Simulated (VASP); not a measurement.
Input of a VASP 6.6.1 run:

Contents of INCAR:

```
  PREC = Accurate
  ENCUT = 520
  EDIFF = 1E-6
  ISMEAR = -1
  SIGMA = 0.1
  LREAL = F
  LASPH = T
  NELM = 60
  ALGO = Normal
  ISIF = 2
  LWAVE = F
  LCHARG = T
  GGA = PE
  LELF = T
  LVHAR = T
  NBANDS = 10
```

KPOINTS

```
regular mesh
0
Gamma
  4 4 4
```

POSCAR

```
Rb
1.0
   -2.8359049291      2.8359049291      2.8359049291
    2.8359049291     -2.8359049291      2.8359049291
    2.8359049291      2.8359049291     -2.8359049291
Rb
1
Direct
    0.0000000000      0.0000000000      0.0000000000
```

Potentials or basis: VASP PAW PBE potentials, release 64 (Rb_sv).

Launch:

```sh
$ cat potpaw_PBE.64/Rb_sv/POTCAR > POTCAR
$ mpirun -np 1 vasp_std > vasp.out
```

Problem. Estimate the pressure.

Solution. 0.1 GPa.

Caveat: the k points lie up to 0.39 Å⁻¹ apart.
